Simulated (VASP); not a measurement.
Crystal: As.

```
CELL_PARAMETERS angstrom
3.11698 0.00000 0.00000
-1.55849 2.69938 0.00000
0.00000 0.00000 10.05288
ATOMIC_POSITIONS crystal
As 0.00000 0.00000 0.00000
As 0.00000 0.00000 0.50000
As 0.33333 0.66667 0.75000
As 0.66667 0.33333 0.25000
```

- Program: VASP 6.6.1
- Task: relaxation of cell and atoms
- Functional: r2SCAN
- Potentials or basis: VASP PAW PBE potentials, release 64 (As)
- Cutoff: 600 eV
- k mesh: 6 × 6 × 2
- Occupations: gaussian, width 0.1 eV
- Spin: no spin polarisation

At the start: pressure -7.3 GPa; volume 21.15 Å³/atom.

Problem. Where does the relaxation end?

Solution. Over 6 steps the energy falls by 72.5 meV/atom and the volume is 19.00 Å³/atom (-10.1 %); space group P6_3/mmc (No. 194, to 0.05 Å).

The path:
```
step  energy change (eV)  largest force (eV/Å)  pressure (GPa)  volume (Å³)
   1              0.0000                0.0000           -7.30        84.58
   2             -0.2608                0.0000            3.27        73.29
   3             -0.2777                0.0000            0.78        75.25
   4             -0.2893                0.0000            0.31        75.64
   5             -0.2899                0.0000            0.38        75.57
   6             -0.2902                0.0000           -0.14        76.02
```

Final structure:
```
As
1.0
     2.95703    0.00000    0.00000
    -1.47852    2.56086    0.00000
     0.00000    0.00000   10.03853
As
4
Direct
  0.00000 0.00000 0.00000
  0.00000 0.00000 0.50000
  0.33333 0.66667 0.75000
  0.66667 0.33333 0.25000
```

Caveat: the k points lie up to 0.41 Å⁻¹ apart in the final cell; the PAW data sets were made with another functional, which shifts forces and pressure a little.
